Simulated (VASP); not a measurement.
# BaTiO3 (R3m) in VASP: density of states with PBE

Aim: the density of states of BaTiO3 with PBE.

Everything below comes from runs of VASP 6.6.1. Logs are shortened: lines on timing, memory, paths and dates and some standing lists are left out, and cuts for length are marked.

## (1) The cell of the first run

It takes space group R3m (No. 160, trigonal). The conventional cell has a = 5.726 Å, b = 5.726 Å, c = 7.070 Å, α = 90.00°, β = 90.00°, γ = 120.00°. Within 3.7 Å of Ba (site symmetry 3m) lie 12 O at 2.78 to 2.98 Å and 8 Ti at 3.43 to 3.64 Å. Within 2.5 Å of Ti (site symmetry 3m) lie 6 O at 1.87 to 2.21 Å. O (site symmetry m) has 2 Ti at 1.87 to 2.21 Å within 2.5 Å.

## (2) Density of states, PBE

File POSCAR:

```
BaTiO3
1.0
    2.8631887542      1.6530627979      2.3565005019
   -2.8631887542      1.6530627979      2.3565005019
    0.0000000000     -3.3061255959      2.3565005019
Ba Ti O
1 1 3
Direct
   -0.0054008877     -0.0054008877     -0.0054008877
    0.4803547819      0.4803547819      0.4803547819
    0.5112004289      0.5112004289      0.0218452480
    0.0218452480      0.5112004289      0.5112004289
    0.5112004289      0.0218452480      0.5112004289
```

File INCAR.step1:

```
SYSTEM = BaTiO3
  PREC = Accurate
  ENCUT = 520
  EDIFF = 1E-7
  ISMEAR = 0
  SIGMA = 0.02
  LREAL = .FALSE.
  LASPH = .TRUE.
  NELM = 60
  ALGO = Normal
  ISIF = 2
  LWAVE = .FALSE.
  LCHARG = .TRUE.
  LMAXMIX = 4
  GGA = PE
  NBANDS = 28
```

File KPOINTS.step1:

```
regular mesh
0
G
  6 6 6
  0 0 0
```

File INCAR.step2:

```
SYSTEM = BaTiO3
  PREC = Accurate
  ENCUT = 520
  EDIFF = 1E-7
  ISMEAR = -5
  SIGMA = 0.02
  LREAL = .FALSE.
  LASPH = .TRUE.
  NELM = 60
  ALGO = Normal
  ISIF = 2
  LWAVE = .FALSE.
  LCHARG = .FALSE.
  LMAXMIX = 4
  GGA = PE
  LORBIT = 10
  NEDOS = 2001
  ICHARG = 11
```

File KPOINTS.step2:

```
regular mesh
0
G
  9 9 9
  0 0 0
```

Potentials or basis: VASP PAW PBE potentials, release 64 (Ba_sv, Ti_sv, O).

The run is started by

```
$ cat potpaw_PBE.64/Ba_sv/POTCAR potpaw_PBE.64/Ti_sv/POTCAR potpaw_PBE.64/O/POTCAR > POTCAR
$ cp INCAR.step1 INCAR
$ cp KPOINTS.step1 KPOINTS
$ mpirun -np 1 vasp_std > vasp.out
$ cp INCAR.step2 INCAR
$ cp KPOINTS.step2 KPOINTS
$ mpirun -np 1 vasp_std > vasp.out
```

OUTCAR:

```text
SYSTEM = BaTiO3
   PREC = Accurate
   ENCUT = 520
   EDIFF = 1E-7
   ISMEAR = -5
   LREAL = .FALSE.
   LASPH = .TRUE.
   NELM = 60
   ISIF = 2
   GGA = PE
   LORBIT = 10
   ICHARG = 11

 ion  position               nearest neighbor table
   1  0.995  0.995  0.995-   3 2.78   4 2.78   5 2.78   4 2.87   5 2.87   5 2.87   4 2.87   3 2.87
                             3 2.87   3 2.98   4 2.98   5 2.98   2 3.43   2 3.48   2 3.48   2 3.48
   2  0.480  0.480  0.480-   3 1.87   4 1.87   5 1.87   3 2.21   4 2.21   5 2.21   1 3.43   1 3.48
                             1 3.48   1 3.48   1 3.54   1 3.54   1 3.54   1 3.64
   3  0.511  0.511  0.022-   2 1.87   2 2.21   1 2.78   1 2.87   1 2.87   1 2.98
   4  0.022  0.511  0.511-   2 1.87   2 2.21   1 2.78   1 2.87   1 2.87   1 2.98
   5  0.511  0.022  0.511-   2 1.87   2 2.21   1 2.78   1 2.87   1 2.87   1 2.98

  LATTYP: Found a trigonal (rhomboedric) cell.
 ALAT       =     4.0599952058
 COS(alpha) =     0.0053302431

  Lattice vectors:

 A1 = (   2.8631887542,   1.6530627979,   2.3565005019)
 A2 = (  -2.8631887542,   1.6530627979,   2.3565005019)
 A3 = (   0.0000000000,  -3.3061255959,   2.3565005019)

Analysis of symmetry for initial positions (statically):
=====================================================================
 Subroutine PRICEL returns:
 Original cell was already a primitive cell.

 Routine SETGRP: Setting up the symmetry group for a
 trigonal (rhombohedral) supercell.

 Subroutine GETGRP returns: Found  6 space group operations
 (whereof  6 operations were pure point group operations)
 out of a pool of 12 trial point group operations.

The static configuration has the point symmetry C_3v.

Analysis of symmetry for dynamics (positions and initial velocities):
=====================================================================
 Subroutine PRICEL returns:
 Original cell was already a primitive cell.

 Routine SETGRP: Setting up the symmetry group for a
 trigonal (rhombohedral) supercell.

 Subroutine GETGRP returns: Found  6 space group operations
 (whereof  6 operations were pure point group operations)
 out of a pool of 12 trial point group operations.

The dynamic configuration has the point symmetry C_3v.

 Subroutine INISYM returns: Found  6 space group operations
 (whereof  6 operations are pure point group operations),
 and found     1 'primitive' translations

----------------------------------------------------------------------------------------

                                     Primitive cell

  volume of cell :      66.9203

  direct lattice vectors                    reciprocal lattice vectors
     2.863188754  1.653062798  2.356500502     0.174630471  0.100822949  0.141452689
    -2.863188754  1.653062798  2.356500502    -0.174630471  0.100822949  0.141452689
     0.000000000 -3.306125596  2.356500502     0.000000000 -0.201645899  0.141452689

  length of vectors
     4.059995206  4.059995206  4.059995206     0.246312671  0.246312671  0.246312671

  position of ions in fractional coordinates (direct lattice)
     0.994599112  0.994599112  0.994599112
     0.480354782  0.480354782  0.480354782
     0.511200429  0.511200429  0.021845248
     0.021845248  0.511200429  0.511200429
     0.511200429  0.021845248  0.511200429

  ion indices of the primitive-cell ions
   primitive index   ion index
                 1           1
                 2           2
                 3           3
                 4           4
                 5           5

----------------------------------------------------------------------------------------

 KPOINTS: regular mesh

Automatic generation of k-mesh.
 Grid dimensions read from file:
 generate k-points for:    9    9    9

 Generating k-lattice:

  Cartesian coordinates                     Fractional coordinates (reciprocal lattice)
     0.019403386  0.011202550  0.015716965     0.111111111 -0.000000000  0.000000000
    -0.019403386  0.011202550  0.015716965    -0.000000000  0.111111111  0.000000000
     0.000000000 -0.022405100  0.015716965     0.000000000  0.000000000  0.111111111

  Length of vectors
     0.027368075  0.027368075  0.027368075

  Shift w.r.t. Gamma in fractional coordinates (k-lattice)
     0.000000000  0.000000000  0.000000000

 TETIRR: Found    369 inequivalent tetrahedra from     4374

 Subroutine IBZKPT returns following result:
 ===========================================

 Found     85 irreducible k-points:

 Following reciprocal coordinates:
            Coordinates               Weight
  0.000000  0.000000  0.000000      1.000000
  0.111111  0.000000  0.000000      6.000000
  0.222222  0.000000  0.000000      6.000000
  0.333333  0.000000  0.000000      6.000000
  0.444444  0.000000  0.000000      6.000000
  0.111111  0.111111  0.000000      6.000000
[... 16 lines left out ...]
 -0.333333  0.333333  0.000000      6.000000
  0.444444  0.444444  0.000000      6.000000
 [... further k-points ...]
   k-points           NKPTS =     85   k-points in BZ     NKDIM =     85   number of bands    NBANDS=     24
   number of dos      NEDOS =   2001   number of ions     NIONS =      5
   total plane-waves  NPLWV =  27000
   dimension x,y,z NGX =    30 NGY =   30 NGZ =   30
   dimension x,y,z NGXF=    60 NGYF=   60 NGZF=   60
   ions per type =               1   1   3
   NGX,Y,Z   is equivalent  to a cutoff of  12.28, 12.28, 12.28 a.u.
   NGXF,Y,Z  is equivalent  to a cutoff of  24.57, 24.57, 24.57 a.u.
 SYSTEM =  BaTiO3
   PREC   = accura    normal or accurate (medium, high low for compatibility)
   ISTART =      0    job   : 0-new  1-cont  2-samecut
   ICHARG =     11    charge: 1-file 2-atom 10-const
   ISPIN  =      1    spin polarized calculation?
   LNONCOLLINEAR =      F non collinear calculations
   LSORBIT =      F    spin-orbit coupling
   LASPH  =      T    aspherical Exc in radial PAW
   ENCUT  =  520.0 eV  38.22 Ry    6.18 a.u.   7.55  7.55  7.55*2*pi/ulx,y,z
   NELM   =     60;   NELMIN=  2; NELMDL=  0     # of ELM steps
   EDIFF  = 0.1E-06   stopping-criterion for ELM
   LREAL  =      F    real-space projection
   EDIFFG = 0.1E-05   stopping-criterion for IOM
   NSW    =      0    number of steps for IOM
   IBRION =     -1    ionic relax: 0-MD 1-quasi-New 2-CG
   NFREE  =      0    steps in history (QN), initial steepest desc. (CG)
   ISIF   =      2    stress and relaxation
   ISYM   =      2    0-nonsym 1-usesym 2-fastsym
   POTIM  = 0.5000    time-step for ionic-motion
   TEBEG  =    0.0;   TEEND  =   0.0 temperature during run
   PSTRESS=    0.0 pullay stress
   NELECT =      40.0000    total number of electrons
   NUPDOWN=      -1.0000    fix difference up-down
   EMIN   =  10.00;   EMAX   =-10.00  energy-range for DOS
   EFERMI =   0.00;   METHOD = LEGACY
   ISMEAR =    -5;   SIGMA  =   0.02  broadening in eV -4-tet -1-fermi 0-gaus
   EFERMI_NEDOS =   21; number of points for ismear=-14 and -15
   IALGO  =     38    algorithm
   IMIX   =      4    mixing-type and parameters
     AMIX     =   0.40;   BMIX     =  1.00
     AMIX_MAG =   1.60;   BMIX_MAG =  1.00
  volume/ion in A,a.u.               =      13.38        90.32
  Fermi-wavevector in a.u.,A,eV,Ry     =   1.379036  2.605999 25.874730  1.901739
  Thomas-Fermi vector in A             =   2.504042
   LORBIT       =     10    0 simple, 1 ext, 2 COOP (PROOUT), +10 PAW based schemes
   GGA     = PE    functional components
   LHFCALC =     F    Hartree Fock is set to
   AEXX    =    0.0000 exact exchange contribution
   IVDW    =     0    specifies the selected vdW correction
   LEPSILON=     F    determine dielectric tensor
   LRPA    =     F    only Hartree local field effects (RPA)
 non-spin polarized calculation
 Fermi weights with tetrahedron method with Bloechl corrections
  energy-cutoff  :      520.00
  volume of cell :       66.92
 maximum number of plane-waves:      1824
 NGX is ok and might be reduce to    30

 number of electron      40.0000015 magnetization

 Free energy of the ion-electron system (eV)
  ---------------------------------------------------
  ext. energy  EPLUGINS =         0.00000000
  ---------------------------------------------------
  free energy    TOTEN  =       -40.05481471 eV

  energy without entropy =      -40.05481471  energy(sigma->0) =      -40.05481471

 E-fermi :   3.4153     XC(G=0): -11.0069

 val. band max:        3.3945017381   @ k =   0.4444   0.4444   0.4444
 cond. band min:       6.0077305767   @ k =   0.1111   0.0000   0.0000
 fundamental gap:      2.6132288386
 Fermi energy:         3.4153114271

 k-point     1 :       0.0000    0.0000    0.0000
  band No.  band energies     occupation
      1     -52.8631      2.00000
      2     -29.1189      2.00000
      3     -29.1167      2.00000
      4     -29.1167      2.00000
      5     -21.4704      2.00000
      6     -13.2785      2.00000
[... 16 lines left out ...]
     23       6.1900      0.00000
     24       7.9210      0.00000

 k-point     2 :       0.1111    0.0000    0.0000
  band No.  band energies     occupation
      1     -52.8630      2.00000
      2     -29.1228      2.00000
      3     -29.1177      2.00000
      4     -29.1165      2.00000
      5     -21.4596      2.00000
      6     -13.2798      2.00000
[... 16 lines left out ...]
     23       6.2387      0.00000
     24       7.9199      0.00000

 k-point     3 :       0.2222    0.0000    0.0000
  band No.  band energies     occupation
      1     -52.8627      2.00000
      2     -29.1355      2.00000
      3     -29.1173      2.00000
      4     -29.1160      2.00000
      5     -21.4320      2.00000
      6     -13.3087      2.00000
[... 16 lines left out ...]
     23       6.5530      0.00000
     24       7.9145      0.00000
[... 514 lines left out ...]
 k-point    23 :      -0.3333    0.3333    0.0000
  band No.  band energies     occupation
      1     -52.8618      2.00000
      2     -29.1493      2.00000
      3     -29.1470      2.00000
      4     -29.1149      2.00000
      5     -21.3473      2.00000
      6     -13.1312      2.00000
[... 16 lines left out ...]
     23       7.2383      0.00000
     24       8.3580      0.00000

 k-point    24 :       0.4444    0.4444    0.0000
  band No.  band energies     occupation
      1     -52.8615      2.00000
      2     -29.1575      2.00000
      3     -29.1562      2.00000
      4     -29.1142      2.00000
      5     -21.3180      2.00000
      6     -12.9508      2.00000
[... 16 lines left out ...]
     23       7.5120      0.00000
     24       8.3260      0.00000

 [... further k-points ...]
[... 5 lines left out ...]
  --------------------------------------------------------------------------------------
  -------------------------------------------------------------------------------------
  Total        0.6731948      0.6731948      0.6304404      0.0000000     -0.0000000      0.0000000
  in kB       16.1173340     16.1173340     15.0937282      0.0000000     -0.0000000      0.0000000
  external PRESSURE =      15.7761320 kB  Pullay stress =       0.0000000 kB

 VOLUME and BASIS-vectors are now :
 -----------------------------------------------------------------------------
  energy-cutoff  :      520.00
  volume of cell :       66.92
      direct lattice vectors                 reciprocal lattice vectors
     2.863188754  1.653062798  2.356500502     0.174630471  0.100822949  0.141452689
    -2.863188754  1.653062798  2.356500502    -0.174630471  0.100822949  0.141452689
     0.000000000 -3.306125596  2.356500502     0.000000000 -0.201645899  0.141452689

 POSITION                                       TOTAL-FORCE (eV/Angst)
 -----------------------------------------------------------------------------------
      0.00000     -0.00000      7.03132         0.000000     -0.000000      0.044433
      0.00000     -0.00000      3.39587         0.000000     -0.000000      0.089494
      0.00000      1.61787      2.46077         0.000000      0.033562     -0.044642
     -1.40112     -0.80893      2.46077        -0.029065     -0.016781     -0.044642
      1.40112     -0.80893      2.46077         0.029065     -0.016781     -0.044642
 -----------------------------------------------------------------------------------
    total drift:                                0.000000      0.000005     -0.000231

  FREE ENERGIE OF THE ION-ELECTRON SYSTEM (eV)
  ---------------------------------------------------
  free  energy   TOTEN  =       -40.0548147074 eV

  energy  without entropy=      -40.0548147074  energy(sigma->0) =      -40.05481471

 total charge

# of ion       s       p       d       tot
------------------------------------------
    1        2.005   5.646   0.304   7.955
    2        2.220   6.261   1.795  10.276
    3        1.566   3.458   0.000   5.024
    4        1.566   3.458   0.000   5.024
    5        1.566   3.458   0.000   5.024
--------------------------------------------------
tot          8.922  22.281   2.100  33.303
```

Wall time 2 min (1 thread of Intel Xeon Platinum 8259CL at 2.50GHz (Skylake/Cascade Lake), shared host); peak memory 0.26 GiB.

What came out:

| Property | Result |
| --- | --- |
| Valence electrons inside the program's atomic spheres | Ba 7.96; Ti 10.28; O 5.02 |

Caveat: spin-orbit coupling is left out, which moves the levels of the heavy elements.
